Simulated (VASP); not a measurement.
Input of a VASP 6.6.1 run:

File INCAR:

```
SYSTEM = O
PREC = Accurate
ENCUT = 520
EDIFF = 1E-7
ISMEAR = -1
SIGMA = 0.1
LREAL = .FALSE.
LASPH = .TRUE.
NELM = 60
ALGO = Normal
ISIF = 2
LWAVE = .FALSE.
LCHARG = .TRUE.
GGA = PE
LELF = .TRUE.
LVHAR = .TRUE.
NBANDS = 9
```

Contents of KPOINTS:

```
regular mesh
0
G
  20 20 20
  0 0 0
```

File POSCAR:

```
O
1.0
    0.0000000000      1.3402165282      1.3402165282
    1.3402165282      0.0000000000      1.3402165282
    1.3402165282      1.3402165282      0.0000000000
O
1
Direct
    0.0000000000      0.0000000000      0.0000000000
```

Potentials or basis: VASP PAW PBE potentials, release 64 (O).

Run with:

```sh
$ cat potpaw_PBE.64/O/POTCAR > POTCAR
$ mpirun -np 1 vasp_std > vasp.out
```

(1) Predict the band gap on the k mesh.

(2) What does it give for the pressure?

Results:

(1) zero (band 3 reaches 13.64 eV, above the bottom of band 4 at 6.39 eV).

(2) 225.3 GPa.
